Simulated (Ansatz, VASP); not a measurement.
# Sc: VASP beside Ansatz

The input INCAR:

```
  PREC = Accurate
  ENCUT = 520
  EDIFF = 1E-7
  ISMEAR = -1
  SIGMA = 0.03
  LREAL = False
  LASPH = True
  NELM = 100
  ALGO = Normal
  ISIF = 2
  LWAVE = False
  LCHARG = False
  GGA = PE
  NBANDS = 18
```

File KPOINTS:

```
Automatic mesh
0
Gamma
  13 13 7
```

The input POSCAR:

```
Sc
1.0
    3.2923769627      0.0000000000      0.0000000000
   -1.6461884813      2.8512820885      0.0000000000
    0.0000000000      0.0000000000      5.3206800000
Sc
2
Direct
    0.3333333333      0.6666666667      0.2500000000
    0.6666666667      0.3333333333      0.7500000000
```

Input for Ansatz:

```yaml
crystal:
  lattice:
    - [3.2923769627, 0.0, 0.0]
    - [-1.6461884813, 2.8512820885, 0.0]
    - [0.0, 0.0, 5.32068]
  atoms:
    - { symbol: Sc, position: [0.3333333333, 0.6666666667, 0.25] }
    - { symbol: Sc, position: [0.6666666667, 0.3333333333, 0.75] }
kpoints:
  mp_grid: { grid: [13, 13, 7] }
scf:
  occupations: { method: fermi_dirac, width: 0.03 }
hamiltonian:
  xc: pbe
  pseudopotentials: { kind: all_electron, lapw: { basis_error: 0.0005 } }
output:
  forces: true
  stress: true
  eigenvalues: true
```

Change from the starting cell: z stretched by +1 % at fixed volume.

Alike in both runs: task single point; functional PBE; k mesh 13 × 13 × 7; occupations fermi-dirac, width 0.03 eV; no spin polarisation.

|  | VASP | Ansatz |
| --- | --- | --- |
| version | VASP 6.6.1 | Ansatz 0.2.0 |
| potentials or method | VASP PAW PBE potentials, release 64 (Sc_sv), cutoff 520 eV | all-electron LAPW, scalar-relativistic |

|  | VASP | Ansatz | Ansatz less VASP |
| --- | --- | --- | --- |
| pressure (GPa) | -0.6 | -0.6 | -0.03 |
| traceless stress, the component that is largest in VASP (GPa) | -1.87 | -1.87 | -0.003 |

Ansatz ran all-electron here, and VASP with PAW potentials.
